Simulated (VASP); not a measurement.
Here is a VASP 6.6.1 calculation.

Contents of INCAR:

```
ALGO = Normal
EDIFF = 1E-6
ENCUT = 600
GGA = PS
GGA_COMPAT = F
ISIF = 2
ISMEAR = -1
ISPIN = 2
LASPH = T
LCHARG = T
LDAU = T
LDAUJ = 0 0
LDAUL = 2 -1
LDAUPRINT = 1
LDAUTYPE = 2
LDAUU = 6.02 0
LELF = T
LMAXMIX = 4
LORBIT = 11
LREAL = F
LVHAR = T
LWAVE = F
MAGMOM = 3.8 3.8 1 2 3 1
NBANDS = 33
NELM = 200
PREC = Accurate
SIGMA = 0.1
```

Contents of KPOINTS:

```
k-points
0
Gamma
  4 4 6
```

File POSCAR:

```
FeO2
1.0
    4.6219899100      0.0000000000      0.0000000000
    0.0000000000      4.6219899100      0.0000000000
    0.0000000000      0.0000000000      3.0382728200
Fe O
2 4
Direct
    0.0000000000      0.0000000000      0.0000000000
    0.5000000000      0.5000000000      0.5000000000
    0.3040000000      0.3040000000      0.0000000000
    0.6960000000      0.6960000000      0.0000000000
    0.8040000000      0.1960000000      0.5000000000
    0.1960000000      0.8040000000      0.5000000000
```

Potentials or basis: VASP PAW PBE potentials, release 64 (Fe, O).

Run with:

```bash
$ cat potpaw_PBE.64/Fe/POTCAR potpaw_PBE.64/O/POTCAR > POTCAR
$ mpirun -np 1 vasp_std > vasp.out
```

Problem. What does it give for the pressure?

Solution. -13.6 GPa.

Problem. Estimate the site moments.

Solution. Fe +4.19; O -0.03 μB.

Problem. What does it give for the largest force?

Solution. 0.437 eV/Å.

Stress tensor (GPa, compression positive):
```
-12.20   0.00   0.00
  0.00 -12.20   0.00
  0.00   0.00 -16.27
```

Caveat: the cell stands under tension; the PAW data sets were made with another functional, which shifts forces and pressure a little; the run started ferromagnetic, and an antiferromagnetic order may lie lower in energy. The state reached can hang on the start; a lower one may exist.
